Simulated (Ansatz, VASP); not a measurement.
**CaO in VASP and in Ansatz**

Contents of INCAR:

```
PREC = Accurate
ENCUT = 520
EDIFF = 1E-6
ISMEAR = 0
SIGMA = 0.05
LREAL = F
LASPH = T
NELM = 80
ALGO = Normal
ISIF = 2
LWAVE = F
LCHARG = T
GGA = PE
LELF = T
LVHAR = T
NBANDS = 15
```

The input KPOINTS:

```
regular mesh
0
Gamma
  8 8 8
```

Contents of POSCAR:

```
CaO
1.0
    0.0000000000      2.4122650000      2.3755300000
    2.4122650000      0.0000000000      2.3755300000
    2.4122650000      2.4122650000      0.0000000000
Ca O
1 1
Direct
    0.0000000000      0.0000000000      0.0000000000
    0.5000000000      0.5000000000      0.5000000000
```

Input for Ansatz:

```yaml
crystal:
  lattice:
    - [0.0, 2.412265, 2.37553]
    - [2.412265, 0.0, 2.37553]
    - [2.412265, 2.412265, 0.0]
  atoms:
    - { symbol: Ca, position: [0.0, 0.0, 0.0] }
    - { symbol: O, position: [0.5, 0.5, 0.5] }
basis:
  ecutwfc: 420
kpoints:
  mp_grid: { grid: [8, 8, 8] }
hamiltonian:
  xc: pbe
scf:
  occupations: { method: gaussian, width: 0.05 }
output:
  forces: true
  stress: true
  eigenvalues: true
```

Change from the starting cell: strain -0.015 along x and y, -0.030 along z, atoms carried along.

Alike in both runs: task single point; functional PBE; k mesh 8 × 8 × 8; occupations gaussian, width 0.05 eV; no spin polarisation.

```csv
,VASP,Ansatz
version,VASP 6.6.1,Ansatz 0.2.0
potentials or method,"VASP PAW PBE potentials, release 64 (Ca_sv, O), cutoff 520 eV","scalar-relativistic, plane waves, PAW"
valence electrons in the cell,16,16
```

VASP gave:

| Quantity | Value |
| --- | --- |
| gap on the k mesh at the Fermi level (eV) | 3.58 |
| least direct gap on the mesh (eV) | 3.99 |
| pressure (GPa) | 2.8 |
| traceless stress, the component that is largest in VASP (GPa) | 1.76 |

Problem. Which values does Ansatz return?

Solution. gap on the k mesh at the Fermi level (eV): 3.60; least direct gap on the mesh (eV): 4.01; pressure (GPa): 2.2; traceless stress, the component that is largest in VASP (GPa): 1.69.

The functional is the same, so the differences come from potentials, cutoffs and numerics.
